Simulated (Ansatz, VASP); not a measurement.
**Mn in VASP and in Ansatz**

```
Mn
1.0
     2.48365    0.00000    0.00000
    -1.24182    2.15090    0.00000
     0.00000    0.00000    4.02620
Mn
2
Direct
  0.66667 0.33333 0.75000
  0.33333 0.66667 0.25000
```

Alike in both runs: task single point; functional PBE; k mesh 15 × 15 × 8; occupations fermi-dirac, width 0.05 eV; collinear spin.

|  | VASP | Ansatz |
| --- | --- | --- |
| version | VASP 6.6.1 | Ansatz 0.2.0 |
| potentials or method | VASP PAW PBE potentials, release 64 (Mn_pv), cutoff 520 eV | all-electron LAPW, scalar-relativistic |

Ansatz gave:

- pressure (GPa): -0.2
- traceless stress, the component that is largest in VASP (GPa): 0.06
- net moment per atom (μB): 0.00
- size of the moment on the site where the two differ most (μB): 0.44

Problem. What did VASP give for the same quantities?

Solution. Pressure (GPa): -0.2; traceless stress, the component that is largest in VASP (GPa): -0.01; net moment per atom (μB): 0.00; size of the moment on the site where the two differ most (μB): 0.47.

Site moments also hang on the region over which each program counts them. Ansatz ran all-electron here, and VASP with PAW potentials.
